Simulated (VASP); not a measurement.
Here is a VASP 6.6.1 calculation.

Contents of INCAR:

```
SYSTEM = SrO
ALGO = Normal
EDIFF = 1E-6
ENCUT = 520
GGA = PE
ISIF = 2
ISMEAR = 0
LASPH = .True.
LCHARG = .False.
LREAL = .False.
LWAVE = .False.
NBANDS = 24
NELM = 100
PREC = Accurate
SIGMA = 0.01
```

The input KPOINTS:

```
k-points
0
Gamma
  6 6 4
  0 0 0
```

The input POSCAR:

```
SrO
1.0
    3.5888947790      0.0000000000      0.0000000000
   -1.7944473895      3.1080740501      0.0000000000
    0.0000000000      0.0000000000      6.3077390293
Sr O
2 2
Direct
    0.0000000000      0.0000000000      0.0000000000
    0.0000000000      0.0000000000      0.5000000000
    0.3333333333      0.6666666667      0.2500000000
    0.6666666667      0.3333333333      0.7500000000
```

Potentials or basis: VASP PAW PBE potentials, release 64 (Sr_sv, O).

Command:

```console
$ cat potpaw_PBE.64/Sr_sv/POTCAR potpaw_PBE.64/O/POTCAR > POTCAR
$ mpirun -np 1 vasp_std > vasp.out
```

Question: What does it give for the pressure?

Answer: 0.5 GPa.

Question: Estimate the band gap on the k mesh.

Answer: 3.33 eV, direct.

Stress tensor (GPa, compression positive):
```
0.49 0.00 0.00
0.00 0.49 0.00
0.00 0.00 0.66
```

A k mesh can miss the band edges. A hybrid or GW would open this gap; PBE tends to underestimate it.
